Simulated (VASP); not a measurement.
# In16H (a cell with a defect) in VASP: single point with PBE

Aim: the single point of In16H (a cell with a defect) with PBE.

All numbers are computed with VASP 6.6.1; they aren't measurements. Logs are shortened: lines on timing, memory, paths and dates and some standing lists are left out, and cuts for length are marked.

## 1. The cell of the first run

The cell holds a defect, 17 atoms: a = 8.296 Å, b = 8.296 Å, c = 8.296 Å, α = 109.45°, β = 109.45°, γ = 109.51°.

## 2. Single point, PBE

INCAR

```
ALGO = Normal
EDIFF = 1E-6
ENCUT = 400
GGA = PE
GGA_COMPAT = False
ISIF = 2
ISMEAR = 0
LASPH = True
LCHARG = False
LREAL = False
LWAVE = False
NBANDS = 118
NELM = 120
PREC = Accurate
SIGMA = 0.1
```

KPOINTS

```
Automatic mesh
0
Gamma
  4 4 4
  0.5 0.5 0.5
```

POSCAR

```
In16H
1.0
    6.7754602306      0.0000000000     -4.7878627362
   -6.7754602306      0.0000000000     -4.7878627362
    0.0000000000      6.7754602306      4.7878627362
In H
16 1
Direct
    0.2487927192      0.7509457662      0.0009289406
    0.5007874724      0.5024270658     -0.0016273433
    0.7452895266      0.2476468743     -0.0023224991
   -0.0001026054      0.7288114214      0.2710952374
    0.2545781866      0.5022915437      0.2522631588
    0.7452887010      0.7476252212      0.4976520982
   -0.0001037662      0.0210750165     -0.0211705176
    0.4991928466      0.2475867649      0.2516192173
    0.7511516563     -0.0009421981      0.2490756262
    0.0000258310      0.4945768852      0.5054645564
    0.5007697508      0.7483972098      0.7523847571
    0.2487904370      0.2478756652      0.4978582835
    0.7511510910      0.5020887480      0.7521068424
    0.4991968762      0.0015896458      0.4976208088
   -0.0000718102      0.2554020530      0.7445410095
    0.2545788104      0.0023281969      0.7522969402
    1.0006054570      0.8753029726      1.1253223752
```

Potentials or basis: VASP PAW PBE potentials, release 64 (In_d, H).

The run is started by

```console
> cat potpaw_PBE.64/In_d/POTCAR potpaw_PBE.64/H/POTCAR > POTCAR
> mpirun -np 1 vasp_std > vasp.out
```

OUTCAR:

```text
EDIFF = 1E-6
   ENCUT = 400
   GGA = PE
   ISIF = 2
   ISMEAR = 0
   LASPH = True
   LREAL = False
   NELM = 120
   PREC = Accurate

 ion  position               nearest neighbor table
   1  0.249  0.751  0.001-  15 3.36  10 3.36   8 3.36  14 3.37  13 3.37   5 3.39  16 3.39  11 3.39
                             2 3.39   9 3.40   4 3.52   7 3.53
   2  0.501  0.502  0.998-  11 3.33  13 3.36   9 3.36   6 3.38   3 3.38  16 3.39   5 3.39   1 3.39
                            12 3.39  15 3.39   4 3.40   8 3.44
   3  0.745  0.248  0.998-   4 3.27   7 3.27  16 3.32  11 3.38   2 3.38   9 3.39  13 3.39   8 3.39
                            14 3.39  15 3.44  10 3.44   5 3.45
   4  1.000  0.729  0.271-  17 1.98  10 3.17   3 3.27   6 3.27   5 3.27  16 3.27   2 3.40  14 3.40
                             1 3.52  12 3.52  13 3.53   9 3.53   7 3.96
   5  0.255  0.502  0.252-   7 3.27   4 3.27   6 3.32  14 3.38   8 3.38   1 3.39  12 3.39   2 3.39
                            11 3.39  10 3.44  15 3.44   3 3.45
   6  0.745  0.748  0.498-   4 3.27   7 3.27   5 3.32  11 3.38   2 3.38  13 3.39   9 3.39   8 3.39
                            14 3.39  15 3.44  10 3.44  16 3.45
   7  1.000  0.021  0.979-  17 1.98  15 3.17  16 3.27   5 3.27   6 3.27   3 3.27  11 3.39   8 3.40
                            13 3.52   9 3.52   1 3.53  12 3.53   4 3.96
   8  0.499  0.248  0.252-  14 3.33   1 3.36  12 3.36   5 3.38  16 3.38   3 3.39   6 3.39  13 3.39
                             9 3.39  10 3.39   7 3.40   2 3.44
   9  0.751  0.999  0.249-  10 3.36  15 3.36   2 3.36  11 3.37  12 3.37   3 3.39   6 3.39  14 3.39
                             8 3.39   1 3.40   7 3.52   4 3.53
  10  0.000  0.495  0.505-   4 3.17  15 3.24  13 3.36   9 3.36   1 3.36  12 3.36  11 3.39   8 3.39
                            16 3.44   5 3.44   6 3.44   3 3.44
  11  0.501  0.748  0.752-   2 3.33  13 3.37   9 3.37   3 3.38   6 3.38   5 3.39  16 3.39   1 3.39
                            12 3.39  10 3.39   7 3.39  14 3.44
  12  0.249  0.248  0.498-  15 3.36  10 3.36   8 3.36  14 3.37   9 3.37  16 3.39   5 3.39  11 3.39
                             2 3.39  13 3.40   4 3.52   7 3.53
  13  0.751  0.502  0.752-  10 3.36  15 3.36   2 3.36  11 3.37   1 3.37   6 3.39   3 3.39  14 3.39
                             8 3.39  12 3.40   7 3.52   4 3.53
  14  0.499  0.002  0.498-   8 3.33   1 3.37  12 3.37  16 3.38   5 3.38   6 3.39   3 3.39  13 3.39
                             9 3.39  15 3.39   4 3.40  11 3.44
  15  1.000  0.255  0.745-   7 3.17  10 3.24   1 3.36  12 3.36  13 3.36   9 3.36  14 3.39   2 3.39
                             3 3.44   6 3.44   5 3.44  16 3.44
  16  0.255  0.002  0.752-   7 3.27   4 3.27   3 3.32  14 3.38   8 3.38  12 3.39   1 3.39   2 3.39
                            11 3.39  10 3.44  15 3.44   6 3.45
  17  0.001  0.875  0.125-   4 1.98   7 1.98

  LATTYP: Found a body centered tetragonal cell.
 ALAT       =     9.5819477494
 C/A-ratio  =     0.9993506250

  Lattice vectors:

 A1 = (   6.7754602306,   0.0000000000,  -4.7878627362)
 A2 = (  -6.7754602306,   0.0000000000,  -4.7878627362)
 A3 = (   0.0000000000,   6.7754602306,   4.7878627362)

Analysis of symmetry for initial positions (statically):
=====================================================================
 Subroutine PRICEL returns:
 Original cell was already a primitive cell.

 Routine SETGRP: Setting up the symmetry group for a
 body centered tetragonal supercell.

 Subroutine GETGRP returns: Found  1 space group operations
 (whereof  1 operations were pure point group operations)
 out of a pool of 16 trial point group operations.

The static configuration has the point symmetry C_1 .

Analysis of symmetry for dynamics (positions and initial velocities):
=====================================================================
 Subroutine PRICEL returns:
 Original cell was already a primitive cell.

 Routine SETGRP: Setting up the symmetry group for a
 body centered tetragonal supercell.

 Subroutine GETGRP returns: Found  1 space group operations
 (whereof  1 operations were pure point group operations)
 out of a pool of 16 trial point group operations.

The dynamic configuration has the point symmetry C_1 .

 Subroutine INISYM returns: Found  1 space group operations
 (whereof  1 operations are pure point group operations),
 and found     1 'primitive' translations

----------------------------------------------------------------------------------------

                                     Primitive cell

  volume of cell :     439.5915

  direct lattice vectors                    reciprocal lattice vectors
     6.775460231  0.000000000 -4.787862736     0.073795725  0.073795725 -0.104430730
    -6.775460231  0.000000000 -4.787862736    -0.073795725  0.073795725 -0.104430730
     0.000000000  6.775460231  4.787862736     0.000000000  0.147591450  0.000000000

  length of vectors
     8.296414341  8.296414341  8.296414341     0.147639410  0.147639410  0.147591450

  position of ions in fractional coordinates (direct lattice)
     0.248792719  0.750945766  0.000928941
     0.500787472  0.502427066  0.998372657
     0.745289527  0.247646874  0.997677501
     0.999897395  0.728811421  0.271095237
     0.254578187  0.502291544  0.252263159
     0.745288701  0.747625221  0.497652098
[... 9 lines left out ...]
     0.254578810  0.002328197  0.752296940
     0.000605457  0.875302973  0.125322375

  ion indices of the primitive-cell ions
   primitive index   ion index
                 1           1
                 2           2
                 3           3
                 4           4
                 5           5
                 6           6
[... 9 lines left out ...]
                16          16
                17          17

----------------------------------------------------------------------------------------

 KPOINTS: Automatic mesh

Automatic generation of k-mesh.
 Grid dimensions read from file:
 generate k-points for:    4    4    4

 Generating k-lattice:

  Cartesian coordinates                     Fractional coordinates (reciprocal lattice)
     0.018448931  0.018448931 -0.026107682     0.250000000  0.000000000  0.000000000
    -0.018448931  0.018448931 -0.026107682     0.000000000  0.250000000  0.000000000
     0.000000000  0.036897863  0.000000000     0.000000000  0.000000000  0.250000000

  Length of vectors
     0.036909853  0.036909853  0.036897863

  Shift w.r.t. Gamma in fractional coordinates (k-lattice)
     0.500000000  0.500000000  0.500000000

 Subroutine IBZKPT returns following result:
 ===========================================

 Found     32 irreducible k-points:

 Following reciprocal coordinates:
            Coordinates               Weight
  0.125000  0.125000  0.125000      2.000000
  0.375000 -0.125000 -0.125000      2.000000
  0.125000  0.125000 -0.375000      2.000000
 -0.125000  0.375000 -0.125000      2.000000
  0.375000  0.125000  0.125000      2.000000
 -0.375000 -0.125000 -0.375000      2.000000
[... 16 lines left out ...]
 -0.375000 -0.375000 -0.375000      2.000000
 -0.125000  0.375000  0.375000      2.000000
 [... further k-points ...]
   k-points           NKPTS =     32   k-points in BZ     NKDIM =     32   number of bands    NBANDS=    118
   number of dos      NEDOS =    301   number of ions     NIONS =     17
   total plane-waves  NPLWV = 157464
   dimension x,y,z NGX =    54 NGY =   54 NGZ =   54
   dimension x,y,z NGXF=   108 NGYF=  108 NGZF=  108
   ions per type =              16   1
   NGX,Y,Z   is equivalent  to a cutoff of  10.82, 10.82, 10.82 a.u.
   NGXF,Y,Z  is equivalent  to a cutoff of  21.64, 21.64, 21.64 a.u.
 SYSTEM =  unknown system
   PREC   = accura    normal or accurate (medium, high low for compatibility)
   ISTART =      0    job   : 0-new  1-cont  2-samecut
   ICHARG =      2    charge: 1-file 2-atom 10-const
   ISPIN  =      1    spin polarized calculation?
   LNONCOLLINEAR =      F non collinear calculations
   LSORBIT =      F    spin-orbit coupling
   LASPH  =      T    aspherical Exc in radial PAW
   ENCUT  =  400.0 eV  29.40 Ry    5.42 a.u.  13.53 13.53 13.53*2*pi/ulx,y,z
   NELM   =    120;   NELMIN=  2; NELMDL= -5     # of ELM steps
   EDIFF  = 0.1E-05   stopping-criterion for ELM
   LREAL  =      F    real-space projection
   EDIFFG = 0.1E-04   stopping-criterion for IOM
   NSW    =      0    number of steps for IOM
   IBRION =     -1    ionic relax: 0-MD 1-quasi-New 2-CG
   NFREE  =      0    steps in history (QN), initial steepest desc. (CG)
   ISIF   =      2    stress and relaxation
   ISYM   =      2    0-nonsym 1-usesym 2-fastsym
   POTIM  = 0.5000    time-step for ionic-motion
   TEBEG  =    0.0;   TEEND  =   0.0 temperature during run
   PSTRESS=    0.0 pullay stress
   NELECT =     209.0000    total number of electrons
   NUPDOWN=      -1.0000    fix difference up-down
   EMIN   =  10.00;   EMAX   =-10.00  energy-range for DOS
   EFERMI =   0.00;   METHOD = LEGACY
   ISMEAR =     0;   SIGMA  =   0.10  broadening in eV -4-tet -1-fermi 0-gaus
   EFERMI_NEDOS =   21; number of points for ismear=-14 and -15
   IALGO  =     38    algorithm
   IMIX   =      4    mixing-type and parameters
     AMIX     =   0.40;   BMIX     =  1.00
     AMIX_MAG =   1.60;   BMIX_MAG =  1.00
  volume/ion in A,a.u.               =      25.86       174.50
  Fermi-wavevector in a.u.,A,eV,Ry     =   1.277734  2.414567 22.212933  1.632605
  Thomas-Fermi vector in A             =   2.410317
   LORBIT       =      0    0 simple, 1 ext, 2 COOP (PROOUT), +10 PAW based schemes
   GGA     = PE    functional components
   LHFCALC =     F    Hartree Fock is set to
   AEXX    =    0.0000 exact exchange contribution
   IVDW    =     0    specifies the selected vdW correction
   LEPSILON=     F    determine dielectric tensor
   LRPA    =     F    only Hartree local field effects (RPA)
 non-spin polarized calculation
 Gauss-broadening in eV      SIGMA  =   0.10
  energy-cutoff  :      400.00
  volume of cell :      439.59
 maximum number of plane-waves:      8027
 NGX is ok and might be reduce to    54
   NGX = 27   NGY = 27   NGZ = 27

 number of electron     209.0000042 magnetization

 Free energy of the ion-electron system (eV)
  ---------------------------------------------------
  ext. energy  EPLUGINS =         0.00000000
  ---------------------------------------------------
  free energy    TOTEN  =       -43.19668270 eV

  energy without entropy =      -43.12701372  energy(sigma->0) =      -43.16184821

 E-fermi :   6.9667     XC(G=0): -10.0535

 val. band max:        6.9584775534   @ k =  -0.3750   0.3750   0.3750
 cond. band min:       6.9673047486   @ k =   0.1250   0.3750   0.3750
 fundamental gap:      0.0088271952
 Fermi energy:         6.9666960807

 k-point     1 :       0.1250    0.1250    0.1250
  band No.  band energies     occupation
      1      -7.7536      2.00000
      2      -7.7342      2.00000
      3      -7.7271      2.00000
      4      -7.6635      2.00000
      5      -7.6503      2.00000
      6      -7.6469      2.00000
[... 108 lines left out ...]
    115       9.0934      0.00000
    116       9.2749      0.00000

 k-point     2 :       0.3750   -0.1250   -0.1250
  band No.  band energies     occupation
      1      -7.7536      2.00000
      2      -7.7342      2.00000
      3      -7.7271      2.00000
      4      -7.6635      2.00000
      5      -7.6503      2.00000
      6      -7.6469      2.00000
[... 2611 lines left out ...]
  band No.  band energies     occupation
      1      -7.7172      2.00000
      2      -7.6888      2.00000
      3      -7.6861      2.00000
      4      -7.6550      2.00000
      5      -7.6491      2.00000
      6      -7.6432      2.00000
[... 108 lines left out ...]
    115       9.5527      0.00000
    116       9.8951      0.00000

 [... further k-points ...]

 [bands above 116 left out]

------------------------ aborting loop because EDIFF is reached ----------------------------------------

  FORCE on cell =-STRESS in cart. coord.  units (eV):
  Direction    XX          YY          ZZ          XY          YZ          ZX
  --------------------------------------------------------------------------------------
  -------------------------------------------------------------------------------------
  Total        2.2901153      2.2898878      1.9336693     -0.2462640      0.4105579      0.4103950
  in kB        8.3467736      8.3459447      7.0476365     -0.8975572      1.4963588      1.4957648
  external PRESSURE =       7.9134516 kB  Pullay stress =       0.0000000 kB

 VOLUME and BASIS-vectors are now :
 -----------------------------------------------------------------------------
  energy-cutoff  :      400.00
  volume of cell :      439.59
      direct lattice vectors                 reciprocal lattice vectors
     6.775460231  0.000000000 -4.787862736     0.073795725  0.073795725 -0.104430730
    -6.775460231  0.000000000 -4.787862736    -0.073795725  0.073795725 -0.104430730
     0.000000000  6.775460231  4.787862736     0.000000000  0.147591450  0.000000000

 POSITION                                       TOTAL-FORCE (eV/Angst)
 -----------------------------------------------------------------------------------
     -3.40232      0.00629     -4.78216        -0.000023      0.003635     -0.002493
     -0.01111      6.76443     -0.02318         0.001305      0.001300      0.003556
      3.37176      6.75972      0.02270         0.000903      0.000925     -0.001291
      1.83673      1.83679     -6.97885         0.000904      0.000906      0.001254
     -1.67837      1.70920     -2.41599        -0.000939     -0.000951      0.001377
     -0.01583      3.37182     -4.76518         0.000931      0.000903     -0.001295
[... 9 lines left out ...]
      1.70911      5.09716      2.37186        -0.000956     -0.000940      0.001378
     -5.92648      0.84912     -3.59370         0.000071      0.000090      0.000015
 -----------------------------------------------------------------------------------
    total drift:                               -0.000010     -0.000015      0.000033

  FREE ENERGIE OF THE ION-ELECTRON SYSTEM (eV)
  ---------------------------------------------------
  free  energy   TOTEN  =       -43.1966827040 eV

  energy  without entropy=      -43.1270137169  energy(sigma->0) =      -43.16184821
```

Wall time 16 min (1 thread of AMD EPYC 9R45 (Zen 5), shared host); peak memory 0.85 GiB.

What came out:

```
Free energy            : -43.1967 eV
Pressure               : 0.8 GPa
Largest force          : 0.004 eV/Å
Band gap on the k mesh : zero (an odd number of electrons rules out a gap without spin polarisation)
```

Forces on the atoms (eV/Å):
```
In   0.000  0.004 -0.002
In   0.001  0.001  0.004
In   0.001  0.001 -0.001
In   0.001  0.001  0.001
In  -0.001 -0.001  0.001
In   0.001  0.001 -0.001
In  -0.001 -0.001 -0.001
In  -0.001 -0.001 -0.004
In   0.000 -0.004  0.002
In  -0.002 -0.002 -0.003
In  -0.003 -0.003 -0.002
In   0.004  0.000 -0.002
In  -0.004  0.000  0.002
In   0.003  0.003  0.002
In   0.002  0.002  0.003
In  -0.001 -0.001  0.001
H    0.000  0.000  0.000
```

Caveat: spin-orbit coupling is left out, which moves the levels of the heavy elements.
